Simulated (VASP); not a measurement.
# MnSe (Pm-3m) in VASP: single point with LDA+U

Aim: the single point of MnSe with LDA+U.

Program: VASP 6.6.1. These are calculated values, not measurements. Logs are shortened: lines on timing, memory, paths and dates and some standing lists are left out, and cuts for length are marked.

### Step 1. The cell of the first run

It takes space group Pm-3m (No. 221, cubic). The conventional cell has a = 3.367 Å, b = 3.367 Å, c = 3.367 Å, α = 90.00°, β = 90.00°, γ = 90.00°. Within 3.8 Å of Mn (site symmetry m-3m) lie 8 Se at 2.92 Å and 6 Mn at 3.37 Å. Se (site symmetry m-3m) has 8 Mn at 2.92 Å and 6 Se at 3.37 Å within 3.8 Å.

### Step 2. Single point, LDA+U, collinear spin, ferromagnetic start

The input, INCAR:

```
  PREC = Accurate
  ENCUT = 520
  EDIFF = 1E-6
  ISMEAR = 0
  SIGMA = 0.05
  LREAL = False
  LASPH = True
  NELM = 150
  ALGO = Normal
  ISIF = 2
  LWAVE = False
  LCHARG = True
  ISPIN = 2
  MAGMOM = 4.21 -0.02
  LORBIT = 11
  LMAXMIX = 4
  LDAU = True
  LDAUTYPE = 2
  LDAUL = 2 -1
  LDAUU = 1 0
  LDAUJ = 0 0
  LDAUPRINT = 1
  GGA = CA
  LELF = True
  LVHAR = True
  NBANDS = 20
```

The input, KPOINTS:

```
Automatic mesh
0
Gamma
  6 6 6
```

The input, POSCAR:

```
MnSe
1.0
    3.3674493900      0.0000000000      0.0000000000
    0.0000000000      3.3674493900      0.0000000000
    0.0000000000      0.0000000000      3.3674493900
Mn Se
1 1
Direct
    0.0000000000      0.0000000000      0.0000000000
    0.5000000000      0.5000000000      0.5000000000
```

Potentials or basis: VASP PAW LDA potentials, release 64 (Mn_pv, Se).

Command:

```sh
> cat potpaw_LDA.64/Mn_pv/POTCAR potpaw_LDA.64/Se/POTCAR > POTCAR
> mpirun -np 1 vasp_std > vasp.out
```

OUTCAR:

```text
PREC = Accurate
   ENCUT = 520
   EDIFF = 1E-6
   ISMEAR = 0
   LREAL = False
   LASPH = True
   NELM = 150
   ISIF = 2
   ISPIN = 2
   LORBIT = 11
   GGA = CA

 ion  position               nearest neighbor table
   1  0.000  0.000  0.000-   2 2.92   2 2.92   2 2.92   2 2.92   2 2.92   2 2.92   2 2.92   2 2.92

   2  0.500  0.500  0.500-   1 2.92   1 2.92   1 2.92   1 2.92   1 2.92   1 2.92   1 2.92   1 2.92

  LATTYP: Found a simple cubic cell.
 ALAT       =     3.3674493900

  Lattice vectors:

 A1 = (   3.3674493900,   0.0000000000,   0.0000000000)
 A2 = (   0.0000000000,   3.3674493900,   0.0000000000)
 A3 = (   0.0000000000,   0.0000000000,   3.3674493900)

Analysis of symmetry for initial positions (statically):
=====================================================================
 Subroutine PRICEL returns:
 Original cell was already a primitive cell.

 Routine SETGRP: Setting up the symmetry group for a
 simple cubic supercell.

 Subroutine GETGRP returns: Found 48 space group operations
 (whereof 48 operations were pure point group operations)
 out of a pool of 48 trial point group operations.

The static configuration has the point symmetry O_h .

Analysis of symmetry for dynamics (positions and initial velocities):
=====================================================================
 Subroutine PRICEL returns:
 Original cell was already a primitive cell.

 Routine SETGRP: Setting up the symmetry group for a
 simple cubic supercell.

 Subroutine GETGRP returns: Found 48 space group operations
 (whereof 48 operations were pure point group operations)
 out of a pool of 48 trial point group operations.

The dynamic configuration has the point symmetry O_h .

Analysis of structural, dynamic, and magnetic symmetry:
=====================================================================
 Subroutine PRICEL returns:
 Original cell was already a primitive cell.

 Routine SETGRP: Setting up the symmetry group for a
 simple cubic supercell.

 Subroutine GETGRP returns: Found 48 space group operations
 (whereof 48 operations were pure point group operations)
 out of a pool of 48 trial point group operations.

The overall configuration has the point symmetry O_h .

 Subroutine INISYM returns: Found 48 space group operations
 (whereof 48 operations are pure point group operations),
 and found     1 'primitive' translations

----------------------------------------------------------------------------------------

                                     Primitive cell

  volume of cell :      38.1859

  direct lattice vectors                    reciprocal lattice vectors
     3.367449390  0.000000000  0.000000000     0.296960662  0.000000000  0.000000000
     0.000000000  3.367449390  0.000000000     0.000000000  0.296960662  0.000000000
     0.000000000  0.000000000  3.367449390     0.000000000  0.000000000  0.296960662

  length of vectors
     3.367449390  3.367449390  3.367449390     0.296960662  0.296960662  0.296960662

  position of ions in fractional coordinates (direct lattice)
     0.000000000  0.000000000  0.000000000
     0.500000000  0.500000000  0.500000000

  ion indices of the primitive-cell ions
   primitive index   ion index
                 1           1
                 2           2

----------------------------------------------------------------------------------------

 KPOINTS: Automatic mesh

Automatic generation of k-mesh.
 Grid dimensions read from file:
 generate k-points for:    6    6    6

 Generating k-lattice:

  Cartesian coordinates                     Fractional coordinates (reciprocal lattice)
[... 65 lines left out ...]
   PSTRESS=    0.0 pullay stress
   NELECT =      19.0000    total number of electrons
   NUPDOWN=      -1.0000    fix difference up-down
   EMIN   =  10.00;   EMAX   =-10.00  energy-range for DOS
   EFERMI =   0.00;   METHOD = LEGACY
   ISMEAR =     0;   SIGMA  =   0.05  broadening in eV -4-tet -1-fermi 0-gaus
   EFERMI_NEDOS =   21; number of points for ismear=-14 and -15
   IALGO  =     38    algorithm
   IMIX   =      4    mixing-type and parameters
     AMIX     =   0.40;   BMIX     =  1.00
     AMIX_MAG =   1.60;   BMIX_MAG =  1.00
  volume/ion in A,a.u.               =      19.09       128.85
  Fermi-wavevector in a.u.,A,eV,Ry     =   1.297254  2.451454 22.896802  1.682867
  Thomas-Fermi vector in A             =   2.428658
   LORBIT       =     11    0 simple, 1 ext, 2 COOP (PROOUT), +10 PAW based schemes
 LDA+U is selected, type is set to LDAUTYPE =  2
   angular momentum for each species LDAUL =     2   -1
   U (eV)           for each species LDAUU =   1.0  0.0
   J (eV)           for each species LDAUJ =   0.0  0.0
   GGA     = CA    functional components
   LHFCALC =     F    Hartree Fock is set to
   AEXX    =    0.0000 exact exchange contribution
   IVDW    =     0    specifies the selected vdW correction
   LEPSILON=     F    determine dielectric tensor
   LRPA    =     F    only Hartree local field effects (RPA)
 spin polarized calculation
 Gauss-broadening in eV      SIGMA  =   0.05
  energy-cutoff  :      520.00
  volume of cell :       38.19
 maximum number of plane-waves:      1064
 NGX is ok and might be reduce to    28
   NGX = 13   NGY = 13   NGZ = 13

atom =   1  type =  1  l = 2

 onsite density matrix

spin component  1

  0.9091  0.0000  0.0000  0.0000  0.0000
  0.0000  0.9091 -0.0000  0.0000  0.0000
  0.0000 -0.0000  0.9013 -0.0000 -0.0000
  0.0000  0.0000 -0.0000  0.9091  0.0000
  0.0000  0.0000 -0.0000  0.0000  0.9013

spin component  2

  0.0819 -0.0000 -0.0000  0.0000 -0.0000
 -0.0000  0.0819  0.0000 -0.0000 -0.0000
 -0.0000  0.0000  0.1168  0.0000  0.0000
  0.0000 -0.0000  0.0000  0.0819  0.0000
 -0.0000 -0.0000  0.0000  0.0000  0.1168

 occupancies and eigenvectors

  o =  0.0819  v =  0.0000  0.0000  0.0000  0.0000  0.0000  0.0111 -0.7005  0.0000 -0.7136  0.0000      0.0000  0.0000  0.0000  0.0000  0.0000  0.0000  0.0000  0.0000  0.0000  0.0000
  o =  0.0819  v =  0.0000  0.0000  0.0000  0.0000  0.0000 -0.0456 -0.7132  0.0000  0.6994 -0.0000      0.0000  0.0000  0.0000  0.0000  0.0000  0.0000  0.0000  0.0000  0.0000  0.0000
  o =  0.0819  v =  0.0000  0.0000  0.0000  0.0000  0.0000  0.9989 -0.0248  0.0000  0.0399  0.0000      0.0000  0.0000  0.0000  0.0000  0.0000  0.0000  0.0000  0.0000  0.0000  0.0000
  o =  0.1168  v =  0.0000  0.0000  0.0000  0.0000  0.0000 -0.0000 -0.0000  0.3392 -0.0000 -0.9407      0.0000  0.0000  0.0000  0.0000  0.0000  0.0000  0.0000  0.0000  0.0000  0.0000
  o =  0.1168  v =  0.0000  0.0000  0.0000  0.0000  0.0000  0.0000 -0.0000 -0.9407 -0.0000 -0.3392      0.0000  0.0000  0.0000  0.0000  0.0000  0.0000  0.0000  0.0000  0.0000  0.0000
  o =  0.9013  v =  0.0000 -0.0000 -0.3876 -0.0000 -0.9218  0.0000  0.0000  0.0000  0.0000  0.0000      0.0000  0.0000  0.0000  0.0000  0.0000  0.0000  0.0000  0.0000  0.0000  0.0000
  o =  0.9013  v =  0.0000 -0.0000  0.9218 -0.0000 -0.3876  0.0000  0.0000  0.0000  0.0000  0.0000      0.0000  0.0000  0.0000  0.0000  0.0000  0.0000  0.0000  0.0000  0.0000  0.0000
  o =  0.9091  v =  0.0000 -0.9881 -0.0000 -0.1541  0.0000  0.0000  0.0000  0.0000  0.0000  0.0000      0.0000  0.0000  0.0000  0.0000  0.0000  0.0000  0.0000  0.0000  0.0000  0.0000
  o =  0.9091  v =  0.0000  0.1541 -0.0000 -0.9881  0.0000  0.0000  0.0000  0.0000  0.0000  0.0000      0.0000  0.0000  0.0000  0.0000  0.0000  0.0000  0.0000  0.0000  0.0000  0.0000
  o =  0.9091  v =  1.0000  0.0000  0.0000  0.0000  0.0000  0.0000  0.0000  0.0000  0.0000  0.0000      0.0000  0.0000  0.0000  0.0000  0.0000  0.0000  0.0000  0.0000  0.0000  0.0000

 number of electron      18.9999991 magnetization       4.2687587

 Free energy of the ion-electron system (eV)
  ---------------------------------------------------
  ext. energy  EPLUGINS =         0.00000000
  ---------------------------------------------------
  free energy    TOTEN  =       -12.82548274 eV

  energy without entropy =      -12.82425922  energy(sigma->0) =      -12.82487098

 E-fermi :   6.1571     XC(G=0): -11.0136

 val. band max:        6.1139419356   @ k =   0.1667   0.1667   0.0000
 cond. band min:       6.1683803357   @ k =   0.0000   0.0000   0.0000
 fundamental gap:      0.0544384002
 Fermi energy:         6.1571330940

 spin component 1

 k-point     1 :       0.0000    0.0000    0.0000
  band No.  band energies     occupation
      1     -43.7752      1.00000
      2     -43.7752      1.00000
      3     -43.7752      1.00000
      4      -8.5702      1.00000
      5       2.3110      1.00000
      6       2.3110      1.00000
[... 436 lines left out ...]
      6       0.5262      1.00000
[... 12 lines left out ...]
     19      24.7291      0.00000
     20      26.3958      0.00000
 Fermi energy:         6.1571330940

 spin component 2

 k-point     1 :       0.0000    0.0000    0.0000
  band No.  band energies     occupation
      1     -39.7734      1.00000
      2     -39.7734      1.00000
      3     -39.7734      1.00000
      4      -8.4802      1.00000
      5       4.7890      1.00000
      6       4.7890      1.00000
[... 449 lines left out ...]
     19      25.2135      0.00000
     20      26.3868      0.00000

------------------------ aborting loop because EDIFF is reached ----------------------------------------

  FORCE on cell =-STRESS in cart. coord.  units (eV):
  Direction    XX          YY          ZZ          XY          YZ          ZX
  --------------------------------------------------------------------------------------
  -------------------------------------------------------------------------------------
  Total       -2.3030530     -2.3030530     -2.3030530      0.0000000      0.0000000      0.0000000
  in kB      -96.6298434    -96.6298434    -96.6298434      0.0000000      0.0000000      0.0000000
  external PRESSURE =     -96.6298434 kB  Pullay stress =       0.0000000 kB

 VOLUME and BASIS-vectors are now :
 -----------------------------------------------------------------------------
  energy-cutoff  :      520.00
  volume of cell :       38.19
      direct lattice vectors                 reciprocal lattice vectors
     3.367449390  0.000000000  0.000000000     0.296960662  0.000000000  0.000000000
     0.000000000  3.367449390  0.000000000     0.000000000  0.296960662  0.000000000
     0.000000000  0.000000000  3.367449390     0.000000000  0.000000000  0.296960662

 POSITION                                       TOTAL-FORCE (eV/Angst)
 -----------------------------------------------------------------------------------
      0.00000      0.00000      0.00000         0.000000      0.000000      0.000000
      1.68372      1.68372      1.68372         0.000000      0.000000      0.000000
 -----------------------------------------------------------------------------------
    total drift:                               -0.000000      0.000000     -0.000000

  FREE ENERGIE OF THE ION-ELECTRON SYSTEM (eV)
  ---------------------------------------------------
  free  energy   TOTEN  =       -12.8254827427 eV

  energy  without entropy=      -12.8242592239  energy(sigma->0) =      -12.82487098

 total charge

# of ion       s       p       d       tot
------------------------------------------
    1        0.204   6.123   4.991  11.318
    2        1.489   2.264   0.038   3.790
--------------------------------------------------
tot          1.693   8.387   5.028  15.109

 magnetization (x)

# of ion       s       p       d       tot
------------------------------------------
    1        0.012   0.022   4.042   4.076
    2        0.018  -0.049   0.003  -0.027
--------------------------------------------------
tot          0.030  -0.026   4.045   4.049
```

Wall time 33 s (1 thread of Intel Xeon Platinum 8488C (Sapphire Rapids), shared host); peak memory 0.15 GiB.

What came out:

```
Free energy                                           : -12.8255 eV
Pressure                                              : -9.7 GPa
Net moment                                            : 4.27 μB per cell
Site moments                                          : Mn +4.08; Se -0.03 μB
Valence electrons inside the program's atomic spheres : Mn 11.32; Se 3.79
```

Levels at points of the mesh, in eV from the Fermi level:
Spin up:
```tsv
k point	band 9	band 10	band 11	band 12	band 13	band 14	band 15	band 16
(0.00, 0.00, 0.00)	-2.91	-1.48	-1.48	-1.48	0.01	6.25	6.25	12.40
(0.50, 0.00, 0.00)	-2.86	-2.45	0.57	0.57	3.38	5.93	6.75	7.16
(0.50, 0.50, 0.00)	-3.21	-2.92	-2.55	0.06	0.13	8.13	8.13	8.54
(0.50, 0.50, 0.50)	-2.53	-0.73	-0.73	-0.73	1.39	1.39	1.39	4.17
```
Spin down:
```
           k point  band 5  band 6  band 7  band 8  band 9  band 10
(0.00, 0.00, 0.00)   -1.37   -1.37   -1.37   -0.47   -0.47     0.87
(0.50, 0.00, 0.00)   -6.79   -1.56   -1.56    0.06    1.47     1.71
(0.50, 0.50, 0.00)   -5.10   -5.10   -1.21    0.13    0.80     0.80
(0.50, 0.50, 0.50)   -4.63   -4.63   -4.63    1.83    1.83     2.03
```

Eigenvalues of the final occupation matrices:
```
    site  spin  trace               eigenvalues
site 1 d     1   4.53  0.90 0.90 0.91 0.91 0.91
site 1 d     2   0.48  0.08 0.08 0.08 0.12 0.12
```

Caveat: the cell stands under tension; a cell with one magnetic atom can't hold antiferromagnetic order, which such compounds often take. The state reached can hang on the start; a lower one may exist.
